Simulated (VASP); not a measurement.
# CaCu3C2 (I4/mmm) in VASP: a series of runs, part 2 of 2

VASP 6.6.1. The steps go on from the part before.

## 3. Single point, PBE

This run uses another cell than the first one, of 16.73 Å³/atom.

File INCAR:

```
PREC     = Accurate       # precision mode
ENCUT    = 520            # plane-wave cutoff, eV
EDIFF    = 1E-6           # SCF threshold, eV
ISMEAR   = 0              # smearing method
SIGMA    = 0.1            # smearing width, eV
LREAL    = False          # projectors in reciprocal space
LASPH    = True           # aspherical terms in the spheres
NELM     = 80             # most SCF steps
ALGO     = Normal         # electronic algorithm
ISIF     = 2              # what is computed and relaxed
LWAVE    = False          # write WAVECAR
LCHARG   = False          # write CHGCAR
GGA      = PE             # functional
NBANDS   = 34             # bands
```

File KPOINTS:

```
regular mesh
0
Gamma
  4 4 4
```

File POSCAR:

```
CaCu3C2
1.0
   -2.6615456281      2.6615456281      3.5432030051
    2.6615456281     -2.6615456281      3.5432030051
    2.6615456281      2.6615456281     -3.5432030051
Ca Cu C
1 3 2
Direct
    0.0000000000      0.0000000000      0.0000000000
    0.5000000000      0.0000000000      0.5000000000
    0.0000000000      0.5000000000      0.5000000000
    0.5000000000      0.5000000000      0.0000000000
    0.7500000000      0.2500000000      0.5000000000
    0.2500000000      0.7500000000      0.5000000000
```

Potentials or basis: VASP PAW PBE potentials, release 64 (Ca_sv, Cu, C).

The run is started by

```
> cat potpaw_PBE.64/Ca_sv/POTCAR potpaw_PBE.64/Cu/POTCAR potpaw_PBE.64/C/POTCAR > POTCAR
> mpirun -np 1 vasp_std > vasp.out
```

It took 84 s on 1 thread of Oxide Virtual Turin-like, shared host; peak memory 0.22 GiB.

It converged, with:

| Item | Value |
| --- | --- |
| Free energy | -24.7737 eV |
| Pressure | 0.3 GPa |
| Band gap on the k mesh | zero (an odd number of electrons rules out a gap without spin polarisation) |

Stress tensor (GPa, compression positive):
```
0.02 0.00 0.00
0.00 0.02 0.00
0.00 0.00 0.78
```

Levels at points of the mesh, in eV from the Fermi level:
```
           k point  band 22  band 23  band 24  band 25  band 26  band 27  band 28  band 29
(0.00, 0.00, 0.00)    -1.41    -0.62    -0.49    -0.49     0.60     0.60     1.25     2.08
(0.50, 0.00, 0.00)    -1.63    -1.61    -0.83    -0.75    -0.02     0.02     2.65     2.73
(0.50, 0.50, 0.00)    -1.76    -1.64    -1.03    -0.29     0.10     0.16     2.00     3.54
(0.50, 0.50, 0.50)    -1.62    -1.59    -1.20    -1.04     1.66     1.66     1.75     3.79
```

Caveat: the k points lie up to 0.37 Å⁻¹ apart, too coarse for converged energies and pressures of a metal.

## 4. Relaxation of cell and atoms, PBE

File INCAR:

```
SYSTEM = CaCu3C2
PREC = Accurate
ENCUT = 600
EDIFF = 1E-6
ISMEAR = 0
SIGMA = 0.1
LREAL = .False.
LASPH = .True.
NELM = 80
ALGO = Fast
ISIF = 3
LWAVE = .False.
LCHARG = .False.
GGA = PE
IBRION = 2
NSW = 90
EDIFFG = -0.04
```

File KPOINTS:

```
regular mesh
0
Gamma
  4 4 4
  0 0 0
```

POSCAR: that of step 3 with these lines changed.

```diff
@@ -2,5 +2,5 @@
 1.0
-   -2.6615456281      2.6615456281      3.5432030051
-    2.6615456281     -2.6615456281      3.5432030051
-    2.6615456281      2.6615456281     -3.5432030051
+   -2.7554729400      2.7554729400      3.0702257700
+    2.7554729400     -2.7554729400      3.0702257700
+    2.7554729400      2.7554729400     -3.0702257700
 Ca Cu C
```

The run is started by

```
> cat potpaw_PBE.64/Ca_sv/POTCAR potpaw_PBE.64/Cu/POTCAR potpaw_PBE.64/C/POTCAR > POTCAR
> mpirun -np 1 vasp_std > vasp.out
```

Run time: 26 min. Hardware: 1 thread of Oxide Virtual Turin-like, shared host; peak memory 0.24 GiB.

It converged, with:

```
Free energy                           : -24.7708 eV
Relaxed volume                        : 16.83 Å³/atom
Relaxed cell                          : a = 5.179 Å, b = 5.179 Å, c = 5.179 Å, α = 118.01°, β = 118.01°, γ = 93.47°
Space group after relaxing (to 0.1 Å) : I4/mmm (No. 139)
Pressure after relaxing               : -0.2 GPa
Band gap on the k mesh                : zero (an odd number of electrons rules out a gap without spin polarisation)
```

Stress tensor (GPa, compression positive):
```
-0.18  0.00  0.00
 0.00 -0.18  0.00
 0.00  0.00 -0.10
```

Final structure:
```
Ca Cu C
1.0
    -2.66670    2.66670    3.54922
     2.66670   -2.66670    3.54922
     2.66670    2.66670   -3.54922
Ca Cu C
1 3 2
Cartesian
  0.0000 0.0000 0.0000
  0.0000 2.6667 0.0000
  2.6667 0.0000 0.0000
  0.0000 0.0000 3.5492
  0.0000 2.6667 1.7746
  2.6667 0.0000 1.7746
```

Levels at points of the mesh, in eV from the Fermi level:
```
           k point  band 22  band 23  band 24  band 25  band 26  band 27  band 28  band 29
(0.00, 0.00, 0.00)    -1.41    -0.62    -0.48    -0.48     0.60     0.60     1.23     2.07
(0.50, 0.00, 0.00)    -1.62    -1.60    -0.82    -0.74    -0.03     0.03     2.65     2.71
(0.50, 0.50, 0.00)    -1.75    -1.63    -1.03    -0.28     0.10     0.16     1.99     3.53
(0.50, 0.50, 0.50)    -1.61    -1.58    -1.20    -1.04     1.65     1.65     1.74     3.77
```

Caveat: the k points lie up to 0.37 Å⁻¹ apart in the final cell, too coarse for converged energies and pressures of a metal.

## 5. Single point, PBE

This run uses another cell than the first one, of 16.73 Å³/atom.

File INCAR:

```
SYSTEM = CaCu3C2
PREC     = Accurate       ! precision mode
ENCUT    = 520            ! plane-wave cutoff, eV
EDIFF    = 1E-6           ! SCF threshold, eV
ISMEAR   = 0              ! smearing method
SIGMA    = 0.1            ! smearing width, eV
LREAL    = .FALSE.        ! projectors in reciprocal space
LASPH    = .TRUE.         ! aspherical terms in the spheres
NELM     = 60             ! most SCF steps
ALGO     = Fast           ! electronic algorithm
ISIF     = 2              ! what is computed and relaxed
LWAVE    = .FALSE.        ! write WAVECAR
LCHARG   = .TRUE.         ! write CHGCAR
GGA      = PE             ! functional
LELF     = .TRUE.         ! ELF
LVHAR    = .TRUE.       
NBANDS   = 34             ! bands
```

File KPOINTS:

```
Automatic mesh
0
G
  10 10 10
  0 0 0
```

POSCAR: that of step 4 with these lines changed.

```diff
@@ -2,5 +2,5 @@
 1.0
-   -2.7554729400      2.7554729400      3.0702257700
-    2.7554729400     -2.7554729400      3.0702257700
-    2.7554729400      2.7554729400     -3.0702257700
+   -2.6591025167      2.6591025167      3.5480337282
+    2.6591025167     -2.6591025167      3.5480337282
+    2.6591025167      2.6591025167     -3.5480337282
 Ca Cu C
```

Potentials or basis: VASP PAW PBE potentials, release 64 (Ca_sv, Cu, C).

The run is started by

```
> cat potpaw_PBE.64/Ca_sv/POTCAR potpaw_PBE.64/Cu/POTCAR potpaw_PBE.64/C/POTCAR > POTCAR
> mpirun -np 1 vasp_std > vasp.out
```

OUTCAR:

```text
SYSTEM = CaCu3C2
   PREC = Accurate
   ENCUT = 520
   EDIFF = 1E-6
   ISMEAR = 0
   LREAL = .FALSE.
   LASPH = .TRUE.
   NELM = 60
   ISIF = 2
   GGA = PE

 ion  position               nearest neighbor table
   1  0.000  0.000  0.000-   2 2.66   3 2.66   3 2.66   2 2.66
   2  0.500  0.000  0.500-   5 1.77   6 1.77   1 2.66   4 2.66   4 2.66   1 2.66
   3  0.000  0.500  0.500-   5 1.77   6 1.77   1 2.66   4 2.66   1 2.66   4 2.66
   4  0.500  0.500  0.000-   2 2.66   3 2.66   2 2.66   3 2.66
   5  0.750  0.250  0.500-   2 1.77   3 1.77
   6  0.250  0.750  0.500-   2 1.77   3 1.77

  LATTYP: Found a body centered tetragonal cell.
 ALAT       =     5.3182050334
[... 1094 lines left out ...]
  Total       -0.0742117     -0.0742117      0.3105189      0.0000000      0.0000000      0.0000000
  in kB       -1.1848539     -1.1848539      4.9577062      0.0000000      0.0000000      0.0000000
  external PRESSURE =       0.8626661 kB  Pullay stress =       0.0000000 kB

 VOLUME and BASIS-vectors are now :
 -----------------------------------------------------------------------------
  energy-cutoff  :      520.00
  volume of cell :      100.35
      direct lattice vectors                 reciprocal lattice vectors
    -2.659102517  2.659102517  3.548033728     0.000000000  0.188033367  0.140923125
     2.659102517 -2.659102517  3.548033728     0.188033367  0.000000000  0.140923125
     2.659102517  2.659102517 -3.548033728     0.188033367  0.188033367  0.000000000

 POSITION                                       TOTAL-FORCE (eV/Angst)
 -----------------------------------------------------------------------------------
      0.00000      0.00000      0.00000        -0.000000      0.000000      0.000000
      0.00000      2.65910      0.00000        -0.000000      0.000000      0.000000
      2.65910      0.00000      0.00000        -0.000000      0.000000      0.000000
      0.00000      0.00000      3.54803        -0.000000      0.000000      0.000000
      0.00000      2.65910      1.77402         0.000000      0.000000     -0.000000
      2.65910      0.00000      1.77402        -0.000000     -0.000000     -0.000000
 -----------------------------------------------------------------------------------
    total drift:                               -0.000000     -0.000000      0.000000

  FREE ENERGIE OF THE ION-ELECTRON SYSTEM (eV)
  ---------------------------------------------------
  free  energy   TOTEN  =       -24.7227442198 eV

  energy  without entropy=      -24.7018548795  energy(sigma->0) =      -24.71229955
```

OSZICAR:

```text
N       E                     dE             d eps       ncg     rms          rms(c)
DAV:   1     0.461875788427E+03    0.46188E+03   -0.22561E+04  6936   0.193E+03
DAV:   2     0.199593730594E+02   -0.44192E+03   -0.42701E+03  6984   0.411E+02
DAV:   3    -0.308931273459E+02   -0.50853E+02   -0.47934E+02 10476   0.159E+02
[... 18 lines left out ...]
RMM:  22    -0.247493067899E+02   -0.97113E-05   -0.87339E-05 11399   0.319E-02    0.506E-03
RMM:  23    -0.247992180891E+02   -0.49911E-01   -0.49911E-01 10682   0.245E-02    0.235E-02
RMM:  24    -0.247227412698E+02    0.76477E-01   -0.31403E-05  9783   0.202E-02    0.126E-02
RMM:  25    -0.247227422978E+02   -0.10280E-05   -0.18923E-05  8962   0.164E-02    0.123E-02
RMM:  26    -0.247227434663E+02   -0.11685E-05   -0.11656E-05  8264   0.136E-02    0.122E-02
RMM:  27    -0.247227442198E+02   -0.75355E-06   -0.72569E-06  7583   0.118E-02
   1 F= -.24722744E+02 E0= -.24712300E+02  d E =-.208893E-01
```

Wall time 15 min (1 thread of Oxide Virtual Turin-like, shared host); peak memory 0.43 GiB.

Results:

* Free energy: -24.7227 eV
* Pressure: 0.1 GPa
* Band gap on the k mesh: zero (an odd number of electrons rules out a gap without spin polarisation)

Levels at points of the mesh, in eV from the Fermi level:
```tsv
k point	band 23	band 24	band 25	band 26	band 27	band 28
(0.00, 0.00, 0.00)	-0.70	-0.57	-0.57	0.50	0.50	1.16
(0.50, 0.00, 0.00)	-1.68	-0.92	-0.84	-0.11	-0.07	2.56
(0.50, 0.50, 0.00)	-1.71	-1.13	-0.38	0.00	0.06	1.89
(0.50, 0.50, 0.50)	-1.67	-1.28	-1.14	1.56	1.56	1.68
```

## 6. The runs side by side

```csv
task,cell,k mesh,cutoff (eV),gap on the mesh (eV),pressure (GPa)
single point,"a = 4.961 Å, angles 112.5, 112.5, 103.5°, 6 atoms",4 × 4 × 4,520,none,36.2
single point,"a = 5.169 Å, angles 118.0, 118.0, 93.5°, 6 atoms",4 × 4 × 4,520,none,0.3
relaxation of cell and atoms,"relaxed from a = 4.961 Å, angles 112.5, 112.5, 103.5°, 6 atoms",4 × 4 × 4,600,none,-0.2
single point,"a = 5.170 Å, angles 118.1, 118.1, 93.3°, 6 atoms",10 × 10 × 10,520,none,0.1
```

Alike in all rows: level PBE; potentials or basis VASP PAW PBE potentials, release 64 (Ca_sv, Cu, C); no spin polarisation; smearing gaussian 0.1 eV.

Caveats: some runs use coarse meshes.

Total energies depend on the potentials used, so only differences within one code and one set of settings carry meaning.
